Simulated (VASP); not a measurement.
# Cd2S (P3m1) in VASP: a series of runs

The runs below take Cd2S through single point, with PBE0, PBEsol.

Program: VASP 6.6.1. These are calculated values, not measurements. Logs are shortened: lines on timing, memory, paths and dates and some standing lists are left out, and cuts for length are marked.

## Step 1: The cell of the first run

Symmetry: P3m1, No. 156, trigonal system. Conventional cell: a = 3.969 Å, b = 3.969 Å, c = 5.678 Å, α = 90.00°, β = 90.00°, γ = 120.00°. Within 3.3 Å of Cd (site symmetry 3m) lie 2 S at 2.47 to 3.21 Å and 3 Cd at 3.06 Å. Within 3.4 Å of Cd (site symmetry 3m) lie 3 S at 2.58 Å and 3 Cd at 3.06 Å. Within 3.3 Å of S (site symmetry 3m) lie 5 Cd at 2.47 to 3.21 Å.

## Step 2: Single point, PBE0

File POSCAR:

```
Cd2S
1.0
    3.9691642930      0.0000000000      0.0000000000
   -1.9845821465      3.4373971095      0.0000000000
    0.0000000000      0.0000000000      5.6783308066
Cd S
2 1
Direct
    0.3333333333      0.6666666667      0.9329873296
    0.6666666667      0.3333333333      0.5769256803
    0.3333333333      0.6666666667      0.3672439900
```

File INCAR.step1:

```
PREC = Accurate ; ENCUT = 520
EDIFF = 1E-5 ; ISMEAR = -1
SIGMA = 0.05 ; LREAL = False
LASPH = True ; NELM = 100
ALGO = Normal ; ISIF = 2
LWAVE = True ; GGA = PE
NBANDS = 22
```

File INCAR.step2:

```
PREC = Accurate ; ENCUT = 520
EDIFF = 1E-7 ; ISMEAR = -1
SIGMA = 0.05 ; LREAL = False
LASPH = True ; NELM = 100
ALGO = Normal ; ISIF = 2
LWAVE = False ; LCHARG = True
GGA = PE ; LHFCALC = True
AEXX = 0.25 ; PRECFOCK = Normal
LELF = True ; LVHAR = True
ISTART = 1 ; NBANDS = 22
```

File KPOINTS:

```
regular mesh
0
Gamma
  4 4 2
```

Potentials or basis: VASP PAW PBE potentials, release 64 (Cd, S).

Started as:

```console
$ cat potpaw_PBE.64/Cd/POTCAR potpaw_PBE.64/S/POTCAR > POTCAR
$ cp INCAR.step1 INCAR
$ mpirun -np 1 vasp_std > vasp.out
$ cp INCAR.step2 INCAR
$ mpirun -np 1 vasp_std > vasp.out
```

OUTCAR:

```text
PREC = Accurate
   ENCUT = 520
   EDIFF = 1E-7
   ISMEAR = -1
   LREAL = False
   LASPH = True
   NELM = 100
   ISIF = 2
   GGA = PE
   LHFCALC = True
   AEXX = 0.25
   PRECFOCK = Normal
   ISTART = 1

 ion  position               nearest neighbor table
   1  0.333  0.667  0.933-   3 2.47   2 3.06   2 3.06   2 3.06   3 3.21
   2  0.667  0.333  0.577-   3 2.58   3 2.58   3 2.58   1 3.06   1 3.06   1 3.06
   3  0.333  0.667  0.367-   1 2.47   2 2.58   2 2.58   2 2.58   1 3.21

  LATTYP: Found a hexagonal cell.
 ALAT       =     3.9691642930
 C/A-ratio  =     1.4306111784

  Lattice vectors:

 A1 = (   3.9691642930,   0.0000000000,   0.0000000000)
 A2 = (  -1.9845821465,   3.4373971095,   0.0000000000)
 A3 = (   0.0000000000,   0.0000000000,   5.6783308066)

Analysis of symmetry for initial positions (statically):
=====================================================================
 Subroutine PRICEL returns:
 Original cell was already a primitive cell.

 Routine SETGRP: Setting up the symmetry group for a
 hexagonal supercell.

 Subroutine GETGRP returns: Found  6 space group operations
 (whereof  6 operations were pure point group operations)
 out of a pool of 24 trial point group operations.

The static configuration has the point symmetry C_3v.

Analysis of symmetry for dynamics (positions and initial velocities):
=====================================================================
 Subroutine PRICEL returns:
 Original cell was already a primitive cell.

 Routine SETGRP: Setting up the symmetry group for a
 hexagonal supercell.

 Subroutine GETGRP returns: Found  6 space group operations
 (whereof  6 operations were pure point group operations)
 out of a pool of 24 trial point group operations.

The dynamic configuration has the point symmetry C_3v.

 Subroutine INISYM returns: Found  6 space group operations
 (whereof  6 operations are pure point group operations),
 and found     1 'primitive' translations

----------------------------------------------------------------------------------------

                                     Primitive cell

  volume of cell :      77.4728

  direct lattice vectors                    reciprocal lattice vectors
     3.969164293  0.000000000  0.000000000     0.251942204  0.145458899  0.000000000
    -1.984582146  3.437397109  0.000000000     0.000000000  0.290917799  0.000000000
     0.000000000  0.000000000  5.678330807     0.000000000  0.000000000  0.176108091

  length of vectors
     3.969164293  3.969164293  5.678330807     0.290917799  0.290917799  0.176108091

  position of ions in fractional coordinates (direct lattice)
     0.333333333  0.666666667  0.932987330
     0.666666667  0.333333333  0.576925680
     0.333333333  0.666666667  0.367243990

  ion indices of the primitive-cell ions
   primitive index   ion index
                 1           1
                 2           2
                 3           3

----------------------------------------------------------------------------------------

 KPOINTS: regular mesh

Automatic generation of k-mesh.
 Grid dimensions read from file:
 generate k-points for:    4    4    2

 Generating k-lattice:

  Cartesian coordinates                     Fractional coordinates (reciprocal lattice)
     0.062985551  0.036364725  0.000000000     0.250000000 -0.000000000  0.000000000
     0.000000000  0.072729450  0.000000000     0.000000000  0.250000000  0.000000000
     0.000000000  0.000000000  0.088054046     0.000000000  0.000000000  0.500000000

  Length of vectors
     0.072729450  0.072729450  0.088054046

  Shift w.r.t. Gamma in fractional coordinates (k-lattice)
     0.000000000  0.000000000  0.000000000

 Subroutine IBZKPT returns following result:
 ===========================================

 Found      8 irreducible k-points:

 Following reciprocal coordinates:
            Coordinates               Weight
  0.000000  0.000000  0.000000      1.000000
  0.250000  0.000000  0.000000      6.000000
  0.500000  0.000000  0.000000      3.000000
  0.250000  0.250000  0.000000      6.000000
  0.000000  0.000000  0.500000      1.000000
  0.250000  0.000000  0.500000      6.000000
  0.500000  0.000000  0.500000      3.000000
  0.250000  0.250000  0.500000      6.000000
   k-points           NKPTS =      8   k-points in BZ     NKDIM =     32   number of bands    NBANDS=     22
   number of dos      NEDOS =    301   number of ions     NIONS =      3
   total plane-waves  NPLWV =  37800
   dimension x,y,z NGX =    30 NGY =   30 NGZ =   42
   dimension x,y,z NGXF=    60 NGYF=   60 NGZF=   84
   ions per type =               2   1
   NGX,Y,Z   is equivalent  to a cutoff of  12.57, 12.57, 12.30 a.u.
   NGXF,Y,Z  is equivalent  to a cutoff of  25.13, 25.13, 24.59 a.u.
 SYSTEM =  unknown system
   PREC   = accura    normal or accurate (medium, high low for compatibility)
   ISTART =      1    job   : 0-new  1-cont  2-samecut
   ICHARG =      0    charge: 1-file 2-atom 10-const
   ISPIN  =      1    spin polarized calculation?
   LNONCOLLINEAR =      F non collinear calculations
   LSORBIT =      F    spin-orbit coupling
   LASPH  =      T    aspherical Exc in radial PAW
   ENCUT  =  520.0 eV  38.22 Ry    6.18 a.u.   7.38  7.38 10.56*2*pi/ulx,y,z
   NELM   =    100;   NELMIN=  2; NELMDL=  0     # of ELM steps
   EDIFF  = 0.1E-06   stopping-criterion for ELM
   LREAL  =      F    real-space projection
   EDIFFG = 0.1E-05   stopping-criterion for IOM
   NSW    =      0    number of steps for IOM
   IBRION =     -1    ionic relax: 0-MD 1-quasi-New 2-CG
   NFREE  =      0    steps in history (QN), initial steepest desc. (CG)
   ISIF   =      2    stress and relaxation
   ISYM   =      3    0-nonsym 1-usesym 2-fastsym
   POTIM  = 0.5000    time-step for ionic-motion
   TEBEG  =    0.0;   TEEND  =   0.0 temperature during run
   PSTRESS=    0.0 pullay stress
   NELECT =      30.0000    total number of electrons
   NUPDOWN=      -1.0000    fix difference up-down
   EMIN   =  10.00;   EMAX   =-10.00  energy-range for DOS
   EFERMI =   0.00;   METHOD = LEGACY
   ISMEAR =    -1;   SIGMA  =   0.05  broadening in eV -4-tet -1-fermi 0-gaus
   EFERMI_NEDOS =   21; number of points for ismear=-14 and -15
   IALGO  =     38    algorithm
   IMIX   =      1    mixing-type and parameters
     AMIX     =   0.40;   BMIX     =  1.00
     AMIX_MAG =   1.60;   BMIX_MAG =  1.00
  volume/ion in A,a.u.               =      25.82       174.27
  Fermi-wavevector in a.u.,A,eV,Ry     =   1.193252  2.254919 19.372653  1.423850
  Thomas-Fermi vector in A             =   2.329271
   LORBIT       =      0    0 simple, 1 ext, 2 COOP (PROOUT), +10 PAW based schemes
   GGA     = PE    functional components
   LHFCALC =     T    Hartree Fock is set to
   PRECFOCK=normal    Normal, Fast or Accurate (Low or Medium for compatibility)
   ENCUT4O =  -1.0   cutoff for four orbital integrals eV
   NKREDX  =     1    reduce k-point grid by
   NKREDY  =     1    reduce k-point grid by
   NKREDZ  =     1    reduce k-point grid by
   AEXX    =    0.2500 exact exchange contribution
   HFSCREEN=    0.0000 screening length (either q_TF or 0.3 A-1)
   HFSCREENC=   0.0000 screening length for correlation (either q_TF or 0.3 A-1)
   ENCUTFOCK=  -1.0 apply spherical cutoff to Coloumb kernel
   IVDW    =     0    specifies the selected vdW correction
   LEPSILON=     F    determine dielectric tensor
   LRPA    =     F    only Hartree local field effects (RPA)
 non-spin polarized calculation
  energy-cutoff  :      520.00
  volume of cell :       77.47
 maximum number of plane-waves:      2115
 NGX is ok and might be reduce to    30
  NGX = 24; NGY = 24; NGZ = 32

 number of electron      29.9999997 magnetization

 Free energy of the ion-electron system (eV)
  ---------------------------------------------------
  ext. energy  EPLUGINS =         0.00000000
  ---------------------------------------------------
  free energy    TOTEN  =        -8.51440127 eV

  energy without entropy =       -8.51440124  energy(sigma->0) =       -8.51440126

 E-fermi :   1.6285     XC(G=0):  -7.4102

 val. band max:        0.7791870521   @ k =   0.2500   0.0000   0.5000
 cond. band min:       2.4418489051   @ k =   0.5000   0.0000   0.0000
 fundamental gap:      1.6626618530
 Fermi energy:         1.6284817206

 k-point     1 :       0.0000    0.0000    0.0000
  band No.  band energies     occupation
      1     -13.6108      2.00000
      2      -9.0984      2.00000
      3      -9.0984      2.00000
      4      -9.0177      2.00000
      5      -9.0177      2.00000
      6      -8.8674      2.00000
[... 14 lines left out ...]
     21      10.9442      0.00000
     22      12.2344      0.00000

 k-point     2 :       0.2500    0.0000    0.0000
  band No.  band energies     occupation
      1     -13.4231      2.00000
      2      -9.1018      2.00000
      3      -9.0995      2.00000
      4      -8.9912      2.00000
      5      -8.8900      2.00000
      6      -8.8072      2.00000
[... 14 lines left out ...]
     21      10.8296      0.00000
     22      11.2622      0.00000

 k-point     3 :       0.5000    0.0000    0.0000
  band No.  band energies     occupation
      1     -13.2345      2.00000
      2      -9.1230      2.00000
      3      -9.0480      2.00000
      4      -9.0037      2.00000
      5      -8.7916      2.00000
      6      -8.7617      2.00000
[... 14 lines left out ...]
     21      10.3480      0.00000
     22      11.1058      0.00000

 k-point     4 :       0.2500    0.2500    0.0000
  band No.  band energies     occupation
      1     -13.2364      2.00000
      2      -9.1891      2.00000
      3      -9.0042      2.00000
      4      -8.9252      2.00000
      5      -8.8451      2.00000
      6      -8.7835      2.00000
[... 14 lines left out ...]
     21      10.1952      0.00000
     22      11.9711      0.00000

 k-point     5 :       0.0000    0.0000    0.5000
  band No.  band energies     occupation
      1     -13.4572      2.00000
      2      -9.3694      2.00000
      3      -9.1226      2.00000
      4      -9.1226      2.00000
      5      -9.0581      2.00000
      6      -9.0581      2.00000
[... 14 lines left out ...]
     21      10.3039      0.00000
     22      11.5450      0.00000

 k-point     6 :       0.2500    0.0000    0.5000
  band No.  band energies     occupation
      1     -13.2790      2.00000
      2      -9.3479      2.00000
      3      -9.0658      2.00000
      4      -9.0441      2.00000
      5      -8.9866      2.00000
      6      -8.9526      2.00000
[... 14 lines left out ...]
     21      10.3884      0.00000
     22      11.6318      0.00000

 k-point     7 :       0.5000    0.0000    0.5000
  band No.  band energies     occupation
      1     -13.0993      2.00000
      2      -9.3240      2.00000
      3      -9.0450      2.00000
      4      -8.9977      2.00000
      5      -8.9089      2.00000
      6      -8.7546      2.00000
[... 14 lines left out ...]
     21       9.7811      0.00000
     22      11.3590      0.00000

 k-point     8 :       0.2500    0.2500    0.5000
  band No.  band energies     occupation
      1     -13.1007      2.00000
      2      -9.2897      2.00000
      3      -9.0830      2.00000
      4      -8.9726      2.00000
      5      -8.9390      2.00000
      6      -8.7636      2.00000
[... 14 lines left out ...]
     21      11.3639      0.00000
     22      11.7225      0.00000

------------------------ aborting loop because EDIFF is reached ----------------------------------------

  FORCE on cell =-STRESS in cart. coord.  units (eV):
  Direction    XX          YY          ZZ          XY          YZ          ZX
  --------------------------------------------------------------------------------------
  -------------------------------------------------------------------------------------
  Total        0.0502587      0.0502587      0.0934848      0.0000000      0.0000000      0.0000000
  in kB        1.0393762      1.0393762      1.9333129      0.0000000      0.0000000      0.0000000
  external PRESSURE =       1.3373551 kB  Pullay stress =       0.0000000 kB

 VOLUME and BASIS-vectors are now :
 -----------------------------------------------------------------------------
  energy-cutoff  :      520.00
  volume of cell :       77.47
      direct lattice vectors                 reciprocal lattice vectors
     3.969164293  0.000000000  0.000000000     0.251942204  0.145458899  0.000000000
    -1.984582146  3.437397109  0.000000000     0.000000000  0.290917799  0.000000000
     0.000000000  0.000000000  5.678330807     0.000000000  0.000000000  0.176108091

 POSITION                                       TOTAL-FORCE (eV/Angst)
 -----------------------------------------------------------------------------------
     -0.00000      2.29160      5.29781         0.000000      0.000000     -0.019758
      1.98458      1.14580      3.27597        -0.000000     -0.000000      0.025254
     -0.00000      2.29160      2.08533        -0.000000      0.000000     -0.005496
 -----------------------------------------------------------------------------------
    total drift:                               -0.000002      0.000001      0.000106

  FREE ENERGIE OF THE ION-ELECTRON SYSTEM (eV)
  ---------------------------------------------------
  free  energy   TOTEN  =        -8.5144012731 eV

  energy  without entropy=       -8.5144012445  energy(sigma->0) =       -8.51440126
```

Wall time 12 min (1 thread of Intel Xeon Platinum 8259CL at 2.50GHz (Skylake/Cascade Lake), shared host); peak memory 0.2 GiB.

Results:

```
Free energy            : -8.5144 eV
Pressure               : 0.1 GPa
Largest force          : 0.025 eV/Å
Band gap on the k mesh : 1.66 eV (least direct gap 2.62 eV)
```

Forces on the atoms (eV/Å):
```
Cd   0.000  0.000 -0.020
Cd   0.000  0.000  0.025
S    0.000  0.000 -0.005
```

Stress tensor (GPa, compression positive):
```
0.10 0.00 0.00
0.00 0.10 0.00
0.00 0.00 0.19
```

Caveat: the k points lie up to 0.55 Å⁻¹ apart; the PAW data sets were made with another functional, which shifts forces and pressure a little. A k mesh can miss the band edges.

(Part 1 of 2 ends here.)
